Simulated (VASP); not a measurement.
Here is a VASP 6.6.1 calculation.

The input INCAR:

```
SYSTEM = Co
  PREC = Accurate
  ENCUT = 520
  EDIFF = 1E-7
  ISMEAR = 0
  SIGMA = 0.1
  LREAL = .FALSE.
  LASPH = .TRUE.
  NELM = 150
  ALGO = Normal
  ISIF = 2
  LWAVE = .FALSE.
  LCHARG = .FALSE.
  ISPIN = 2
  MAGMOM = 1.86 1.86 1.86 1.86 1.86 1.86 1.86 1.86 1.86 1.86 1.86 1.86
  LORBIT = 11
  LMAXMIX = 4
  LDIPOL = .TRUE.
  IDIPOL = 3
  DIPOL = 0.5 0.5 0.498
  GGA = PE
  NBANDS = 70
```

File KPOINTS:

```
regular mesh
0
G
  6 6 1
  0 0 0
```

POSCAR

```
Co
1.0
    4.9875371071      0.0000000000      0.0000000000
   -2.4937685535      4.3193338370      0.0000000000
    0.0000000000      0.0000000000     21.0330681235
Co
12
Direct
    0.1666666667      0.3333333333      0.4041255394
    0.1666666667      0.8333333333      0.4041255394
    0.6666666667      0.3333333333      0.4041255394
    0.6666666667      0.8333333333      0.4041255394
    0.3333333333      0.1666666667      0.4984028903
    0.3333333333      0.6666666667      0.4984028903
    0.8333333333      0.1666666667      0.4984028903
    0.8333333333      0.6666666667      0.4984028903
    0.1666666667      0.3333333333      0.5926794750
    0.1666666667      0.8333333333      0.5926794750
    0.6666666667      0.3333333333      0.5926794750
    0.6666666667      0.8333333333      0.5926794750
```

Potentials or basis: VASP PAW PBE potentials, release 64 (Co).

Command:

```bash
$ cat potpaw_PBE.64/Co/POTCAR > POTCAR
$ mpirun -np 1 vasp_std > vasp.out
```

Problem. What does it give for the site moments?

Solution. Co +1.77, +1.73 (each value once) μB.

Problem. Predict the net moment.

Solution. 20.82 μB per cell.

Problem. Predict the largest force.

Solution. 0.032 eV/Å.

Forces on the atoms (eV/Å):
```
Co   0.000  0.000  0.032
Co   0.000  0.000  0.032
Co   0.000  0.000  0.032
Co   0.000  0.000  0.032
Co   0.000  0.000  0.000
Co   0.000  0.000  0.000
Co   0.000  0.000  0.000
Co   0.000  0.000  0.000
Co   0.000  0.000 -0.032
Co   0.000  0.000 -0.032
Co   0.000  0.000 -0.032
Co   0.000  0.000 -0.032
```
